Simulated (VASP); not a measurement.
A run of VASP 6.6.1 is set up as follows.

Contents of INCAR:

```
PREC = Accurate
ENCUT = 520
EDIFF = 1E-7
ISMEAR = -1
SIGMA = 0.08
LREAL = False
LASPH = True
NELM = 80
ALGO = Normal
ISIF = 2
LWAVE = False
LCHARG = False
GGA = PS
NBANDS = 12
```

Contents of KPOINTS:

```
regular mesh
0
Gamma
  14 14 14
```

The input POSCAR:

```
Au
1.0
    2.1382629804      0.0000000000      0.0000000000
    0.0000000000      2.1382629804      0.0000000000
    0.0000000000      0.0000000000      2.1382629804
Au
1
Direct
    0.0000000000      0.0000000000      0.0000000000
```

Potentials or basis: VASP PAW PBE potentials, release 64 (Au).

Run with:

```bash
$ cat potpaw_PBE.64/Au/POTCAR > POTCAR
$ mpirun -np 1 vasp_std > vasp.out
```

Task: Estimate the pressure.

Result: 592.2 GPa.

Caveat: the PAW data sets were made with another functional, which shifts forces and pressure a little.
